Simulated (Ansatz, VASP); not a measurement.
Two plane-wave programs on Ba

The input INCAR:

```
PREC = Accurate ; ENCUT = 520
EDIFF = 1E-6 ; ISMEAR = -1
SIGMA = 0.1 ; LREAL = False
LASPH = True ; NELM = 80
ALGO = Normal ; ISIF = 2
LWAVE = False ; LCHARG = False
GGA = RP ; NBANDS = 28
```

File KPOINTS:

```
Automatic mesh
0
Gamma
  9 9 3
```

Contents of POSCAR:

```
Ba
1.0
    4.6095708725      0.0000000000      0.0000000000
   -2.3047854363      3.9920054762      0.0000000000
    0.0000000000      0.0000000000     15.0636022889
Ba
4
Direct
    0.0000000000      1.0000000000      1.0000000000
    0.0000000000      1.0000000000      0.5000000000
    0.3333333333      0.6666666667      0.2500000000
    0.6666666667      0.3333333333      0.7500000000
```

Input for Ansatz:

```yaml
crystal:
  lattice:
    - [4.6095708725, 0.0, 0.0]
    - [-2.3047854363, 3.9920054762, 0.0]
    - [0.0, 0.0, 15.0636022889]
  atoms:
    - { symbol: Ba, position: [0.0, 1.0, 1.0] }
    - { symbol: Ba, position: [0.0, 1.0, 0.5] }
    - { symbol: Ba, position: [0.3333333333, 0.6666666667, 0.25] }
    - { symbol: Ba, position: [0.6666666667, 0.3333333333, 0.75] }
hamiltonian:
  xc: rpbe
  pseudopotentials:
    kind: paw
    azcp:
      Ba: "pseudopotentials/Ba.paw.azcp"
basis:
  ecutwfc: 420
  fft_grid_basis: typed
kpoints:
  mp_grid: { grid: [9, 9, 3], shift: [0, 0, 0] }
magnetization:
  spin_polarized: false
scf:
  occupations: { method: fermi_dirac, width: 0.1 }
  lower_state_search: "off"
output:
  stress: true
```

Alike in both runs: task single point; functional RPBE; k mesh 9 × 9 × 3; occupations fermi-dirac, width 0.1 eV; no spin polarisation.

|  | VASP | Ansatz |
| --- | --- | --- |
| version | VASP 6.6.1 | Ansatz 0.2.0 |
| potentials or method | VASP PAW PBE potentials, release 64 (Ba_sv), cutoff 520 eV | plane waves (420 eV) with PAW, scalar-relativistic |
| valence electrons in the cell | 40 | 40 |

|  | VASP | Ansatz | Ansatz less VASP |
| --- | --- | --- | --- |
| pressure (GPa) | 0.1 | 0.1 | -0.03 |

VASP's potentials were made for PBE, not for RPBE.

Neither program's run includes spin-orbit coupling.
